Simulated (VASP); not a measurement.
# In2O3 (R-3c) in VASP: electric field gradients with r2SCAN

Aim: the electric field gradients of In2O3 with r2SCAN.

Everything below comes from runs of VASP 6.6.1. Logs are shortened: lines on timing, memory, paths and dates and some standing lists are left out, and cuts for length are marked.

## 1. The cell of the first run

The structure is trigonal, space group R-3c (No. 167). Conventional cell: a = 5.516 Å, b = 5.516 Å, c = 14.591 Å, α = 90.00°, β = 90.00°, γ = 120.00°. Within 2.8 Å of In (site symmetry 3) lie 6 O at 2.13 to 2.27 Å. Within 3.2 Å of O (site symmetry 2) lie 4 In at 2.13 to 2.27 Å and 8 O at 2.83 to 3.12 Å.

## 2. Electric field gradients, r2SCAN

POSCAR reads:

```
In2O3
1.0
    2.7581043173      1.5923922700      4.8636867567
   -2.7581043173      1.5923922700      4.8636867567
    0.0000000000     -3.1847845401      4.8636867567
In O
4 6
Direct
    0.6423204020      0.6423204020      0.6423204020
    0.8576795980      0.8576795980      0.8576795980
    0.3576795980      0.3576795980      0.3576795980
    0.1423204020      0.1423204020      0.1423204020
    0.0463011546      0.7500000000      0.4536988454
    0.7500000000      0.4536988454      0.0463011546
    0.4536988454      0.0463011546      0.7500000000
    0.9536988454      0.2500000000      0.5463011546
    0.5463011546      0.9536988454      0.2500000000
    0.2500000000      0.5463011546      0.9536988454
```

INCAR.step1 reads:

```
SYSTEM = In2O3
ALGO     = Normal         ! electronic algorithm
EDIFF    = 1E-4           ! SCF threshold, eV
ENCUT    = 520            ! plane-wave cutoff, eV
GGA      = PE             ! functional
ISMEAR   = -1             ! smearing method
LASPH    = .TRUE.         ! aspherical terms in the spheres
LCHARG   = .FALSE.        ! write CHGCAR
LREAL    = .FALSE.        ! projectors in reciprocal space
LWAVE    = .TRUE.         ! write WAVECAR
NBANDS   = 55             ! bands
NELM     = 60             ! most SCF steps
PREC     = Accurate       ! precision mode
SIGMA    = 0.01           ! smearing width, eV
```

INCAR.step2 reads:

```
SYSTEM = In2O3
ALGO     = Normal         ! electronic algorithm
EDIFF    = 1E-8           ! SCF threshold, eV
ENCUT    = 520            ! plane-wave cutoff, eV
ISIF     = 2              ! what is computed and relaxed
ISMEAR   = -1             ! smearing method
ISTART   = 1            
LASPH    = .TRUE.         ! aspherical terms in the spheres
LCHARG   = .FALSE.        ! write CHGCAR
LEFG     = .TRUE.       
LMIXTAU  = .TRUE.       
LREAL    = .FALSE.        ! projectors in reciprocal space
LWAVE    = .FALSE.        ! write WAVECAR
METAGGA  = R2SCAN         ! meta-GGA
NBANDS   = 55             ! bands
NELM     = 60             ! most SCF steps
PREC     = Accurate       ! precision mode
SIGMA    = 0.01           ! smearing width, eV
```

KPOINTS reads:

```
k-points
0
G
  6 6 6
  0 0 0
```

Potentials or basis: VASP PAW PBE potentials, release 64 (In_d, O).

Run with:

```bash
$ cat potpaw_PBE.64/In_d/POTCAR potpaw_PBE.64/O/POTCAR > POTCAR
$ cp INCAR.step1 INCAR
$ mpirun -np 1 vasp_std > vasp.out
$ cp INCAR.step2 INCAR
$ mpirun -np 1 vasp_std > vasp.out
```

OUTCAR:

```text
SYSTEM = In2O3
   EDIFF = 1E-8
   ENCUT = 520
   ISIF = 2
   ISMEAR = -1
   ISTART = 1
   LASPH = .TRUE.
   LREAL = .FALSE.
   METAGGA = R2SCAN
   NELM = 60
   PREC = Accurate

 ion  position               nearest neighbor table
   1  0.642  0.642  0.642-  10 2.13   9 2.13   8 2.13   5 2.27   6 2.27   7 2.27   2 3.14   3 3.26
                             3 3.26   3 3.26   2 3.62   2 3.62   2 3.62   4 4.01   4 4.01   4 4.01
   2  0.858  0.858  0.858-   8 2.13   9 2.13  10 2.13   6 2.27   5 2.27   7 2.27   1 3.14   4 3.26
                             4 3.26   4 3.26   1 3.62   1 3.62   1 3.62   3 4.01   3 4.01   3 4.01
   3  0.358  0.358  0.358-   6 2.13   7 2.13   5 2.13   8 2.27  10 2.27   9 2.27   4 3.14   1 3.26
                             1 3.26   1 3.26   4 3.62   4 3.62   4 3.62   2 4.01   2 4.01   2 4.01
   4  0.142  0.142  0.142-   5 2.13   7 2.13   6 2.13  10 2.27   8 2.27   9 2.27   3 3.14   2 3.26
                             2 3.26   2 3.26   3 3.62   3 3.62   3 3.62   1 4.01   1 4.01   1 4.01
   5  0.046  0.750  0.454-   4 2.13   3 2.13   1 2.27   2 2.27
   6  0.750  0.454  0.046-   3 2.13   4 2.13   2 2.27   1 2.27
   7  0.454  0.046  0.750-   3 2.13   4 2.13   1 2.27   2 2.27
   8  0.954  0.250  0.546-   2 2.13   1 2.13   3 2.27   4 2.27
   9  0.546  0.954  0.250-   1 2.13   2 2.13   3 2.27   4 2.27
  10  0.250  0.546  0.954-   1 2.13   2 2.13   4 2.27   3 2.27

  LATTYP: Found a trigonal (rhomboedric) cell.
 ALAT       =     5.8136306585
 COS(alpha) =     0.5498507853

  Lattice vectors:

 A1 = (   2.7581043173,   1.5923922700,   4.8636867567)
 A2 = (  -2.7581043173,   1.5923922700,   4.8636867567)
 A3 = (   0.0000000000,  -3.1847845401,   4.8636867567)

Analysis of symmetry for initial positions (statically):
=====================================================================
 Subroutine PRICEL returns:
 Original cell was already a primitive cell.

 Routine SETGRP: Setting up the symmetry group for a
 trigonal (rhombohedral) supercell.

 Subroutine GETGRP returns: Found 12 space group operations
 (whereof  6 operations were pure point group operations)
 out of a pool of 12 trial point group operations.

The static configuration has the point symmetry S_6 .
 The point group associated with its full space group is D_3d.

Analysis of symmetry for dynamics (positions and initial velocities):
=====================================================================
 Subroutine PRICEL returns:
[... 1583 lines left out ...]
  external PRESSURE =       0.5033621 kB  Pullay stress =       0.0000000 kB

 VOLUME and BASIS-vectors are now :
 -----------------------------------------------------------------------------
  energy-cutoff  :      520.00
  volume of cell :      128.17
      direct lattice vectors                 reciprocal lattice vectors
     2.758104317  1.592392270  4.863686757     0.181283934  0.104664328  0.068535115
    -2.758104317  1.592392270  4.863686757    -0.181283934  0.104664328  0.068535115
     0.000000000 -3.184784540  4.863686757     0.000000000 -0.209328656  0.068535115

 POSITION                                       TOTAL-FORCE (eV/Angst)
 -----------------------------------------------------------------------------------
      0.00000     -0.00000      9.37214         0.000000     -0.000000      0.102625
      0.00000     -0.00000     12.51445         0.000000      0.000000     -0.102625
      0.00000     -0.00000      5.21892         0.000000      0.000000     -0.102625
      0.00000     -0.00000      2.07661         0.000000     -0.000000      0.102625
     -1.94087     -0.17691      6.07961        -0.005025     -0.008703      0.000000
      0.81723      1.76930      6.07961        -0.005025      0.008703      0.000000
      1.12365     -1.59239      6.07961         0.010049      0.000000      0.000000
      1.94087      0.17691      8.51145         0.005025      0.008703      0.000000
     -1.12365      1.59239      8.51145        -0.010049     -0.000000      0.000000
     -0.81723     -1.76930      8.51145         0.005025     -0.008703      0.000000
 -----------------------------------------------------------------------------------
    total drift:                                0.000000     -0.000000     -0.000000

  FREE ENERGIE OF THE ION-ELECTRON SYSTEM (eV)
  ---------------------------------------------------
  free  energy   TOTEN  =      -144.4625607843 eV

  energy  without entropy=     -144.4625607843  energy(sigma->0) =     -144.46256078

 Electric field gradients (V/A^2)
---------------------------------------------------------------------
 ion       V_xx      V_yy      V_zz      V_xy      V_xz      V_yz
---------------------------------------------------------------------
   1     -22.227   -22.227    44.454     0.000     0.000     0.000
   2     -22.227   -22.227    44.454    -0.000    -0.000     0.000
   3     -22.227   -22.227    44.454     0.000     0.000     0.000
   4     -22.227   -22.227    44.454    -0.000    -0.000     0.000
   5       7.298     8.649   -15.947     1.170   -31.648    18.272
   6       7.298     8.649   -15.947    -1.170    31.648    18.272
   7       9.325     6.622   -15.947    -0.000    -0.000   -36.544
   8       7.298     8.649   -15.947     1.170   -31.648    18.272
   9       9.325     6.622   -15.947     0.000     0.000   -36.544
  10       7.298     8.649   -15.947    -1.170    31.648    18.272
---------------------------------------------------------------------

 Electric field gradients after diagonalization (V/A^2)
 (convention: |V_zz| > |V_xx| > |V_yy|)
----------------------------------------------------------------------
 ion       V_xx      V_yy      V_zz     asymmetry (V_yy - V_xx)/ V_zz
----------------------------------------------------------------------
   1     -22.227   -22.227    44.454       0.000
   2     -22.227   -22.227    44.454       0.000
   3     -22.227   -22.227    44.454       0.000
   4     -22.227   -22.227    44.454       0.000
   5      33.584     9.325   -42.908       0.565
   6      33.584     9.325   -42.908       0.565
   7      33.584     9.325   -42.908       0.565
   8      33.584     9.325   -42.908       0.565
   9      33.584     9.325   -42.908       0.565
  10      33.584     9.325   -42.908       0.565
----------------------------------------------------------------------

           NMR quadrupolar parameters

 Cq : quadrupolar parameter    Cq=e*Q*V_zz/h
 eta: asymmetry parameters     (V_yy - V_xx)/ V_zz
 Q  : nuclear electric quadrupole moment in mb (millibarn)
----------------------------------------------------------------------
 ion       Cq(MHz)       eta       Q (mb)
----------------------------------------------------------------------
   1       0.107       0.000       1.000
   2       0.107       0.000       1.000
   3       0.107       0.000       1.000
   4       0.107       0.000       1.000
   5      -0.104       0.565       1.000
   6      -0.104       0.565       1.000
   7      -0.104       0.565       1.000
   8      -0.104       0.565       1.000
   9      -0.104       0.565       1.000
  10      -0.104       0.565       1.000
----------------------------------------------------------------------
```

OSZICAR.step1:

```text
N       E                     dE             d eps       ncg     rms          rms(c)
DAV:   1     0.126605086913E+04    0.12661E+04   -0.41243E+04  3579   0.231E+03
DAV:   2     0.195010612906E+03   -0.10710E+04   -0.10221E+04  3661   0.640E+02
DAV:   3    -0.450986891682E+02   -0.24011E+03   -0.23159E+03  3904   0.270E+02
DAV:   4    -0.650131520523E+02   -0.19914E+02   -0.19720E+02  4753   0.834E+01
DAV:   5    -0.654387519843E+02   -0.42560E+00   -0.42461E+00  4432   0.129E+01    0.228E+01
DAV:   6    -0.553242899995E+02    0.10114E+02   -0.37667E+01  5369   0.612E+01    0.182E+01
DAV:   7    -0.554492796537E+02   -0.12499E+00   -0.34989E+00  4067   0.111E+01    0.440E+00
DAV:   8    -0.554030845826E+02    0.46195E-01   -0.27110E-01  5536   0.335E+00    0.257E+00
DAV:   9    -0.553902811938E+02    0.12803E-01   -0.65597E-02  5290   0.284E+00    0.469E-01
DAV:  10    -0.553884165373E+02    0.18647E-02   -0.17223E-02  5017   0.129E+00    0.957E-02
DAV:  11    -0.553891017295E+02   -0.68519E-03   -0.22684E-03  4250   0.294E-01    0.118E-01
DAV:  12    -0.553891014587E+02    0.27079E-06   -0.31553E-04  3416   0.158E-01
   1 F= -.55389101E+02 E0= -.55389101E+02  d E =-.373770E-14
```

Run time: 30 min. Hardware: 1 thread of Intel Xeon 8259CL, shared host; peak memory 0.46 GiB.

What came out:

- Free energy: -144.4626 eV
- Pressure: 0.1 GPa
- Largest force: 0.103 eV/Å
- Band gap on the k mesh: 1.77 eV (least direct gap 1.80 eV)
- Largest electric field gradient by atom: In +44.5; O -42.9 V/Å²

Forces on the atoms (eV/Å):
```
In   0.000  0.000  0.103
In   0.000  0.000 -0.103
In   0.000  0.000 -0.103
In   0.000  0.000  0.103
O   -0.005 -0.009  0.000
O   -0.005  0.009  0.000
O    0.010  0.000  0.000
O    0.005  0.009  0.000
O   -0.010  0.000  0.000
O    0.005 -0.009  0.000
```

Levels at points of the mesh, in eV from the valence-band top:
```tsv
k point	band 40	band 41	band 42	band 43	band 44	band 45	band 46	band 47	band 48	band 49
(0.00, 0.00, 0.00)	-0.39	-0.26	-0.26	-0.03	-0.03	1.77	6.14	6.91	7.86	9.99
(0.50, 0.00, 0.00)	-0.90	-0.71	-0.71	-0.06	-0.06	5.48	5.48	6.51	6.51	9.07
(0.50, 0.50, 0.00)	-0.83	-0.56	-0.33	-0.08	-0.04	5.74	6.05	7.07	7.11	8.02
(0.50, 0.50, 0.50)	-1.08	-0.18	-0.18	-0.18	-0.18	4.91	4.91	7.83	7.83	8.91
```

Electric field gradients, principal values (V/Å²):
```tsv
atom	least	middle	greatest (by size)
1 In	-22.227	-22.227	44.454
2 In	-22.227	-22.227	44.454
3 In	-22.227	-22.227	44.454
4 In	-22.227	-22.227	44.454
5 O	9.325	33.584	-42.908
6 O	9.325	33.584	-42.908
7 O	9.325	33.584	-42.908
8 O	9.325	33.584	-42.908
9 O	9.325	33.584	-42.908
10 O	9.325	33.584	-42.908
```

Caveat: without QUAD_EFG the Cq values of the log hold for a quadrupole moment of 1 mb, not for the nuclei; the PAW data sets were made with another functional, which shifts forces and pressure a little; spin-orbit coupling is left out, which moves the levels of the heavy elements. A k mesh can miss the band edges.
